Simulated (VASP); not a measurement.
Here is a VASP 6.6.1 calculation.

The input INCAR:

```
SYSTEM = In3GaAs4
  ALGO = Normal
  EDIFF = 1E-6
  EDIFFG = -0.08
  ENCUT = 600
  GGA = PE
  IBRION = 2
  ISIF = 3
  ISMEAR = 0
  LASPH = .True.
  LCHARG = .False.
  LREAL = .False.
  LWAVE = .False.
  NELM = 80
  NSW = 36
  PREC = Accurate
  SIGMA = 0.2
```

The input KPOINTS:

```
k-points
0
Gamma
  3 3 3
  0 0 0
```

Contents of POSCAR:

```
In3GaAs4
1.0
    5.9600000000      0.0000000000      0.0000000000
    0.0000000000      5.9600000000      0.0000000000
    0.0000000000      0.0000000000      5.9600000000
In Ga As
3 1 4
Direct
    0.5000000000      0.0000000000      0.5000000000
    0.0000000000      0.5000000000      0.5000000000
    0.5000000000      0.5000000000      0.0000000000
    0.0000000000      0.0000000000      0.0000000000
    0.7610000000      0.7610000000      0.2390000000
    0.7610000000      0.2390000000      0.7610000000
    0.2390000000      0.7610000000      0.7610000000
    0.2390000000      0.2390000000      0.2390000000
```

Potentials or basis: VASP PAW PBE potentials, release 64 (In_d, Ga_d, As).

Run with:

```console
$ cat potpaw_PBE.64/In_d/POTCAR potpaw_PBE.64/Ga_d/POTCAR potpaw_PBE.64/As/POTCAR > POTCAR
$ mpirun -np 1 vasp_std > vasp.out
```

(1) Predict the space group after relaxing (to 0.1 Å).

(2) Estimate the band gap on the k mesh.

Results:

(1) P-43m (No. 215).

(2) zero (filled and empty bands touch).

Caveat: semilocal functionals underestimate gaps, and a narrow one can read as zero; spin-orbit coupling is left out, which moves the levels of the heavy elements.
